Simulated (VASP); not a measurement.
Bi2Te3:

```
Bi Te
1.0
     2.20752    1.27451   10.23299
    -2.20752    1.27451   10.23299
     0.00000   -2.54903   10.23299
Bi Te
2 3
Direct
  0.60000 0.60000 0.60000
  0.40000 0.40000 0.40000
  0.79050 0.79050 0.79050
  0.20950 0.20950 0.20950
  0.00000 0.00000 0.00000
```

Base run:

```yaml
Program: VASP 6.6.1
Functional: SVWN5
Potentials_or_basis: VASP PAW PBE potentials, release 64 (Bi_d, Te)
Cutoff: 520 eV
k_mesh: 7 × 7 × 7
Occupations: fermi-dirac, width 0.05 eV
Spin: no spin polarisation
```

Its results: band gap on the k mesh 0.21 eV; pressure -2.7 GPa; largest force 0.283 eV/Å.

Problem. The run is repeated on the same cell with these changes: functional from SVWN5 to PBE; dispersion from none to D4. What comes out?

Solution. Band gap on the k mesh 0.29 eV; pressure -1.3 GPa; largest force 0.156 eV/Å.

Several settings changed at once.

Caveats: spin-orbit coupling is left out, which moves the levels of the heavy elements; an odd mesh through Γ misses points on the zone boundary, where band edges can lie; the PAW data sets were made with another functional, which shifts forces and pressure a little (at least some runs).
